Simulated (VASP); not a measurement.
# Si in VASP: notebook

The runs below take Si through single point, with PBE.

All numbers are computed with VASP 6.6.1; they aren't measurements. Logs are shortened: lines on timing, memory, paths and dates and some standing lists are left out, and cuts for length are marked.

## Step 1: The cell of the first run

The cell holds a slab with vacuum, 8 atoms: a = 3.869 Å, b = 3.869 Å, c = 26.266 Å, α = 90.00°, β = 90.00°, γ = 120.00°.

## Step 2: Single point, PBE

Contents of INCAR:

```
SYSTEM = Si
ALGO = Normal
DIPOL = 0.5 0.5 0.500
EDIFF = 1E-7
ENCUT = 520
GGA = PE
IDIPOL = 3
ISIF = 2
ISMEAR = -1
LASPH = .TRUE.
LCHARG = .TRUE.
LDIPOL = .TRUE.
LELF = .TRUE.
LREAL = .FALSE.
LVACPOTAV = .TRUE.
LVHAR = .TRUE.
LWAVE = .FALSE.
NBANDS = 26
NELM = 80
PREC = Accurate
SIGMA = 0.02
```

Contents of KPOINTS:

```
k-points
0
G
  9 9 1
  0 0 0
```

Contents of POSCAR:

```
Si
1.0
    3.8685410222      0.0000000000      0.0000000000
   -1.9342705111      3.3502548008      0.0000000000
    0.0000000000      0.0000000000     26.2656000000
Si
8
Direct
    0.8333333333      0.1666666667      0.3087532121
    0.1666666667      0.8333333333      0.3337528828
    0.1666666667      0.8333333333      0.4252442801
    0.5000000000      0.5000000000      0.4547019452
    0.5000000000      0.5000000000      0.5452980522
    0.8333333333      0.1666666667      0.5747557194
    0.8333333333      0.1666666667      0.6662471155
    0.1666666667      0.8333333333      0.6912467927
```

Potentials or basis: VASP PAW PBE potentials, release 64 (Si).

The run is started by

```console
> cat potpaw_PBE.64/Si/POTCAR > POTCAR
> mpirun -np 1 vasp_std > vasp.out
```

OUTCAR:

```text
SYSTEM = Si
   EDIFF = 1E-7
   ENCUT = 520
   GGA = PE
   ISIF = 2
   ISMEAR = -1
   LASPH = .TRUE.
   LREAL = .FALSE.
   NELM = 80
   PREC = Accurate

 ion  position               nearest neighbor table
   1  0.833  0.167  0.309-   2 2.33   2 2.33   2 2.33
   2  0.167  0.833  0.334-   1 2.33   1 2.33   1 2.33   3 2.40
   3  0.167  0.833  0.425-   4 2.36   4 2.36   4 2.36   2 2.40
   4  0.500  0.500  0.455-   3 2.36   3 2.36   3 2.36   5 2.38
   5  0.500  0.500  0.545-   6 2.36   6 2.36   6 2.36   4 2.38
   6  0.833  0.167  0.575-   5 2.36   5 2.36   5 2.36   7 2.40
   7  0.833  0.167  0.666-   8 2.33   8 2.33   8 2.33   6 2.40
   8  0.167  0.833  0.691-   7 2.33   7 2.33   7 2.33

  LATTYP: Found a hexagonal cell.
 ALAT       =     3.8685410222
 C/A-ratio  =     6.7895363780

  Lattice vectors:

 A1 = (   3.8685410222,   0.0000000000,   0.0000000000)
 A2 = (  -1.9342705111,   3.3502548008,   0.0000000000)
 A3 = (   0.0000000000,   0.0000000000,  26.2656000000)

Analysis of symmetry for initial positions (statically):
=====================================================================
 Subroutine PRICEL returns:
 Original cell was already a primitive cell.

 Routine SETGRP: Setting up the symmetry group for a
 hexagonal supercell.

 Subroutine GETGRP returns: Found 12 space group operations
 (whereof  4 operations were pure point group operations)
 out of a pool of 24 trial point group operations.

The static configuration has the point symmetry C_2h.
 The point group associated with its full space group is D_3d.

Analysis of symmetry for dynamics (positions and initial velocities):
=====================================================================
 Subroutine PRICEL returns:
 Original cell was already a primitive cell.

 Routine SETGRP: Setting up the symmetry group for a
 hexagonal supercell.

 Subroutine GETGRP returns: Found 12 space group operations
 (whereof  4 operations were pure point group operations)
 out of a pool of 24 trial point group operations.

The dynamic configuration has the point symmetry C_2h.
 The point group associated with its full space group is D_3d.

 Subroutine INISYM returns: Found 12 space group operations
 (whereof  4 operations are pure point group operations),
 and found     1 'primitive' translations

----------------------------------------------------------------------------------------

                                     Primitive cell

  volume of cell :     340.4179

  direct lattice vectors                    reciprocal lattice vectors
     3.868541022  0.000000000  0.000000000     0.258495385  0.149242380  0.000000000
    -1.934270511  3.350254801  0.000000000     0.000000000  0.298484760  0.000000000
     0.000000000  0.000000000 26.265600000     0.000000000  0.000000000  0.038072612

  length of vectors
     3.868541022  3.868541022 26.265600000     0.298484760  0.298484760  0.038072612

  position of ions in fractional coordinates (direct lattice)
     0.833333333  0.166666667  0.308753212
     0.166666667  0.833333333  0.333752883
     0.166666667  0.833333333  0.425244280
     0.500000000  0.500000000  0.454701945
     0.500000000  0.500000000  0.545298052
     0.833333333  0.166666667  0.574755719
     0.833333333  0.166666667  0.666247115
     0.166666667  0.833333333  0.691246793

  ion indices of the primitive-cell ions
   primitive index   ion index
                 1           1
                 2           2
                 3           3
                 4           4
                 5           5
                 6           6
                 7           7
                 8           8

----------------------------------------------------------------------------------------

 KPOINTS: k-points

Automatic generation of k-mesh.
 Grid dimensions read from file:
 generate k-points for:    9    9    1

 Generating k-lattice:

  Cartesian coordinates                     Fractional coordinates (reciprocal lattice)
     0.028721709  0.016582487  0.000000000     0.111111111 -0.000000000  0.000000000
     0.000000000  0.033164973  0.000000000     0.000000000  0.111111111  0.000000000
     0.000000000  0.000000000  0.038072612     0.000000000  0.000000000  1.000000000

  Length of vectors
     0.033164973  0.033164973  0.038072612

  Shift w.r.t. Gamma in fractional coordinates (k-lattice)
     0.000000000  0.000000000  0.000000000

 Subroutine IBZKPT returns following result:
 ===========================================

 Found     12 irreducible k-points:

 Following reciprocal coordinates:
            Coordinates               Weight
  0.000000  0.000000  0.000000      1.000000
  0.111111  0.000000  0.000000      6.000000
  0.222222 -0.000000  0.000000      6.000000
  0.333333  0.000000  0.000000      6.000000
  0.444444 -0.000000  0.000000      6.000000
  0.111111  0.111111  0.000000      6.000000
  0.222222  0.111111  0.000000     12.000000
  0.333333  0.111111  0.000000     12.000000
  0.444444  0.111111  0.000000      6.000000
  0.222222  0.222222  0.000000      6.000000
  0.333333  0.222222  0.000000     12.000000
  0.333333  0.333333  0.000000      2.000000
   k-points           NKPTS =     12   k-points in BZ     NKDIM =     12   number of bands    NBANDS=     26
   number of dos      NEDOS =    301   number of ions     NIONS =      8
   total plane-waves  NPLWV = 176400
   dimension x,y,z NGX =    30 NGY =   30 NGZ =  196
   dimension x,y,z NGXF=    60 NGYF=   60 NGZF=  392
   ions per type =               8
   NGX,Y,Z   is equivalent  to a cutoff of  12.89, 12.89, 12.41 a.u.
   NGXF,Y,Z  is equivalent  to a cutoff of  25.78, 25.78, 24.81 a.u.
 SYSTEM =  Si
   PREC   = accura    normal or accurate (medium, high low for compatibility)
   ISTART =      0    job   : 0-new  1-cont  2-samecut
   ICHARG =      2    charge: 1-file 2-atom 10-const
   ISPIN  =      1    spin polarized calculation?
   LNONCOLLINEAR =      F non collinear calculations
   LSORBIT =      F    spin-orbit coupling
   LASPH  =      T    aspherical Exc in radial PAW
   ENCUT  =  520.0 eV  38.22 Ry    6.18 a.u.   7.19  7.19 48.84*2*pi/ulx,y,z
   NELM   =     80;   NELMIN=  2; NELMDL= -5     # of ELM steps
   EDIFF  = 0.1E-06   stopping-criterion for ELM
   LREAL  =      F    real-space projection
   EDIFFG = 0.1E-05   stopping-criterion for IOM
   NSW    =      0    number of steps for IOM
   IBRION =     -1    ionic relax: 0-MD 1-quasi-New 2-CG
   NFREE  =      0    steps in history (QN), initial steepest desc. (CG)
   ISIF   =      2    stress and relaxation
   ISYM   =      2    0-nonsym 1-usesym 2-fastsym
   POTIM  = 0.5000    time-step for ionic-motion
   TEBEG  =    0.0;   TEEND  =   0.0 temperature during run
   PSTRESS=    0.0 pullay stress
   NELECT =      32.0000    total number of electrons
   NUPDOWN=      -1.0000    fix difference up-down
   EMIN   =  10.00;   EMAX   =-10.00  energy-range for DOS
   EFERMI =   0.00;   METHOD = LEGACY
   ISMEAR =    -1;   SIGMA  =   0.02  broadening in eV -4-tet -1-fermi 0-gaus
   EFERMI_NEDOS =   21; number of points for ismear=-14 and -15
   IALGO  =     38    algorithm
   IMIX   =      4    mixing-type and parameters
     AMIX     =   0.40;   BMIX     =  1.00
     AMIX_MAG =   1.60;   BMIX_MAG =  1.00
  volume/ion in A,a.u.               =      42.55       287.16
  Fermi-wavevector in a.u.,A,eV,Ry     =   0.744367  1.406650  7.538755  0.554083
  Thomas-Fermi vector in A             =   1.839702
   LORBIT       =      0    0 simple, 1 ext, 2 COOP (PROOUT), +10 PAW based schemes
   GGA     = PE    functional components
[... 5 lines left out ...]
 non-spin polarized calculation
  energy-cutoff  :      520.00
  volume of cell :      340.42
 maximum number of plane-waves:      9193
 NGX is ok and might be reduce to    30
   NGX = 15   NGY = 15   NGZ = 97

 number of electron      32.0000003 magnetization

 dipolmoment           0.000000      0.000000      0.000001 electrons x Angstroem

 Free energy of the ion-electron system (eV)
  ---------------------------------------------------
  ext. energy  EPLUGINS =         0.00000000
  ---------------------------------------------------
  free energy    TOTEN  =       -40.85911396 eV

  energy without entropy =      -40.84229651  energy(sigma->0) =      -40.85070523

 E-fermi :   0.3059     XC(G=0):  -5.0294

 val. band max:        0.2812250626   @ k =   0.1111   0.0000   0.0000
 cond. band min:       0.3200013904   @ k =   0.4444  -0.0000   0.0000
 fundamental gap:      0.0387763278
 Fermi energy:         0.3059229551

 k-point     1 :       0.0000    0.0000    0.0000
  band No.  band energies     occupation
      1     -11.5351      2.00000
      2     -11.0675      2.00000
      3     -10.3623      2.00000
      4      -9.6615      2.00000
      5      -5.9375      2.00000
      6      -4.3073      2.00000
[... 18 lines left out ...]
     25       3.5166      0.00000
     26       3.5416      0.00000

 k-point     2 :       0.1111    0.0000    0.0000
  band No.  band energies     occupation
      1     -11.3941      2.00000
      2     -10.9270      2.00000
      3     -10.2223      2.00000
      4      -9.5204      2.00000
      5      -5.8778      2.00000
      6      -4.2747      2.00000
[... 18 lines left out ...]
     25       3.8230      0.00000
     26       3.8304      0.00000

 k-point     3 :       0.2222   -0.0000    0.0000
  band No.  band energies     occupation
      1     -10.9776      2.00000
      2     -10.5131      2.00000
      3      -9.8112      2.00000
      4      -9.1052      2.00000
      5      -5.8412      2.00000
      6      -4.5258      2.00000
[... 224 lines left out ...]
 k-point    11 :       0.3333    0.2222    0.0000
  band No.  band energies     occupation
      1      -9.1483      2.00000
      2      -8.8011      2.00000
      3      -8.3072      2.00000
      4      -7.4895      2.00000
      5      -7.1477      2.00000
      6      -6.6508      2.00000
[... 18 lines left out ...]
     25       4.8427      0.00000
     26       5.1663      0.00000

 k-point    12 :       0.3333    0.3333    0.0000
  band No.  band energies     occupation
      1      -8.4901      2.00000
      2      -8.4590      2.00000
      3      -8.4590      2.00000
      4      -7.2154      2.00000
      5      -7.2154      2.00000
      6      -6.6303      2.00000
[... 18 lines left out ...]
     25       5.9706      0.00000
     26       5.9760      0.00000

------------------------ aborting loop because EDIFF is reached ----------------------------------------

  FORCE on cell =-STRESS in cart. coord.  units (eV):
  Direction    XX          YY          ZZ          XY          YZ          ZX
  --------------------------------------------------------------------------------------
  -------------------------------------------------------------------------------------
  Total        0.5172923      0.5172923     -0.1175639      0.0000000      0.0000000      0.0000000
  in kB        2.4346370      2.4346370     -0.5533148      0.0000000      0.0000000      0.0000000
  external PRESSURE =       1.4386531 kB  Pullay stress =       0.0000000 kB

 VOLUME and BASIS-vectors are now :
 -----------------------------------------------------------------------------
  energy-cutoff  :      520.00
  volume of cell :      340.42
      direct lattice vectors                 reciprocal lattice vectors
     3.868541022  0.000000000  0.000000000     0.258495385  0.149242380  0.000000000
    -1.934270511  3.350254801  0.000000000     0.000000000  0.298484760  0.000000000
     0.000000000  0.000000000 26.265600000     0.000000000  0.000000000  0.038072612

 POSITION                                       TOTAL-FORCE (eV/Angst)
 -----------------------------------------------------------------------------------
      2.90141      0.55838      8.10959        -0.000000     -0.000000      0.010059
     -0.96714      2.79188      8.76622        -0.000000      0.000000      0.000561
     -0.96714      2.79188     11.16930        -0.000000     -0.000000     -0.002561
      0.96714      1.67513     11.94302        -0.000000     -0.000000      0.002233
      0.96714      1.67513     14.32258        -0.000000     -0.000000     -0.002233
      2.90141      0.55838     15.09630        -0.000000      0.000000      0.002561
      2.90141      0.55838     17.49938         0.000000     -0.000000     -0.000561
     -0.96714      2.79188     18.15601         0.000000      0.000000     -0.010059
 -----------------------------------------------------------------------------------
    total drift:                                0.000000     -0.000000      0.000069

  FREE ENERGIE OF THE ION-ELECTRON SYSTEM (eV)
  ---------------------------------------------------
  free  energy   TOTEN  =       -40.8591139574 eV

  energy  without entropy=      -40.8422965122  energy(sigma->0) =      -40.85070523

 vacuum level on the upper side and lower side of the slab         5.006         5.006
```

Run time: 4.9 min. Hardware: 1 thread of AMD EPYC 7R43 (Zen 3), shared host; peak memory 0.4 GiB.

Results:

| Property | Result |
| --- | --- |
| Free energy | -40.8591 eV |
| Largest force | 0.010 eV/Å |
| Band gap on the k mesh | zero (band 16 reaches 0.41 eV, above the bottom of band 17 at 0.11 eV) |

Forces on the atoms (eV/Å):
```
Si   0.000  0.000  0.010
Si   0.000  0.000  0.001
Si   0.000  0.000 -0.003
Si   0.000  0.000  0.002
Si   0.000  0.000 -0.002
Si   0.000  0.000  0.003
Si   0.000  0.000 -0.001
Si   0.000  0.000 -0.010
```

## Step 3: Single point, PBE

Contents of INCAR:

```
ALGO = Normal ; DIPOL = 0.5 0.5 0.500
EDIFF = 1E-6 ; ENCUT = 520
GGA = PE ; IDIPOL = 3
ISIF = 2 ; ISMEAR = -1
LASPH = True ; LCHARG = False
LDIPOL = True ; LREAL = False
LWAVE = False ; NBANDS = 26
NELM = 100 ; PREC = Accurate
SIGMA = 0.02
```

Contents of KPOINTS:

```
k-points
0
Gamma
  9 9 1
```

POSCAR is that of step 2.

Potentials or basis: VASP PAW PBE potentials, release 64 (Si).

The run is started by

```console
> cat potpaw_PBE.64/Si/POTCAR > POTCAR
> mpirun -np 1 vasp_std > vasp.out
```

Wall time 4.1 min (1 thread of AMD EPYC 7R43 (Zen 3), shared host); peak memory 0.39 GiB.

The run converged. Its results:

```yaml
Free_energy: -40.8591 eV
Largest_force: 0.010 eV/Å
Band_gap_on_the_k_mesh: zero (band 16 reaches 0.41 eV, above the bottom of band 17 at 0.11 eV)
```

Forces on the atoms (eV/Å):
```
Si   0.000  0.000  0.010
Si   0.000  0.000  0.001
Si   0.000  0.000 -0.003
Si   0.000  0.000  0.002
Si   0.000  0.000 -0.002
Si   0.000  0.000  0.003
Si   0.000  0.000 -0.001
Si   0.000  0.000 -0.010
```

Levels at points of the mesh, in eV from the Fermi level:
| k point | band 13 | band 14 | band 15 | band 16 | band 17 | band 18 | band 19 | band 20 |
| --- | --- | --- | --- | --- | --- | --- | --- | --- |
| (0.00, 0.00, 0.00) | -0.72 | -0.36 | -0.36 | -0.18 | 0.79 | 1.40 | 1.70 | 2.37 |

## Step 4: Single point, PBE

Contents of INCAR:

```
PREC = Accurate
ENCUT = 520
EDIFF = 1E-6
ISMEAR = -1
SIGMA = 0.02
LREAL = False
LASPH = True
NELM = 80
ALGO = Normal
ISIF = 2
LWAVE = False
LCHARG = False
GGA = PE
NBANDS = 26
```

Contents of KPOINTS:

```
regular mesh
0
Gamma
  9 9 1
```

POSCAR is that of step 3.

The run is started by

```console
> cat potpaw_PBE.64/Si/POTCAR > POTCAR
> mpirun -np 1 vasp_std > vasp.out
```

Wall time 4.9 min (1 thread of AMD EPYC 7R43 (Zen 3), shared host); peak memory 0.39 GiB.

It converged, with:

| Item | Value |
| --- | --- |
| Free energy | -40.8591 eV |
| Largest force | 0.010 eV/Å |
| Band gap on the k mesh | zero (band 16 reaches 0.41 eV, above the bottom of band 17 at 0.11 eV) |

Forces on the atoms (eV/Å):
```
Si   0.000  0.000  0.010
Si   0.000  0.000  0.001
Si   0.000  0.000 -0.003
Si   0.000  0.000  0.002
Si   0.000  0.000 -0.002
Si   0.000  0.000  0.003
Si   0.000  0.000 -0.001
Si   0.000  0.000 -0.010
```

Levels at points of the mesh, in eV from the Fermi level:
| k point | band 14 | band 15 | band 16 | band 17 | band 18 | band 19 |
| --- | --- | --- | --- | --- | --- | --- |
| (0.00, 0.00, 0.00) | -0.36 | -0.36 | -0.18 | 0.79 | 1.40 | 1.70 |
